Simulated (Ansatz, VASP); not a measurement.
**Two plane-wave programs on C**

```
CELL_PARAMETERS angstrom
0.00000 1.78574 1.78574
1.78574 0.00000 1.78574
1.78574 1.78574 0.00000
ATOMIC_POSITIONS crystal
C 0.00000 0.00000 0.00000
C 0.25000 0.25000 0.25000
```

Alike in both runs: task relaxation of cell and atoms; functional LDA; k mesh 12 × 12 × 12; occupations gaussian, width 0.02 eV; no spin polarisation.

|  | VASP | Ansatz |
| --- | --- | --- |
| version | VASP 6.6.1 | Ansatz 0.2.0 |
| potentials or method | VASP PAW LDA potentials, release 64 (C), cutoff 600 eV | scalar-relativistic, plane waves, PAW |
| valence electrons in the cell | 8 | 8 |

VASP gave:

| Item | Value |
| --- | --- |
| gap on the k mesh at the Fermi level, each at its own relaxed structure (eV) | 4.19 |
| relaxed volume (Å³/atom) | 5.52 |
| relaxed cell length with the largest relative difference (Å) | 2.499 |

Problem. Estimate Ansatz's values.

Solution. gap on the k mesh at the Fermi level, each at its own relaxed structure (eV): 4.20; relaxed volume (Å³/atom): 5.51; relaxed cell length with the largest relative difference (Å): 2.497.

LDA's correlation is that of Perdew and Zunger in VASP and of Perdew and Wang (1992) in Ansatz.
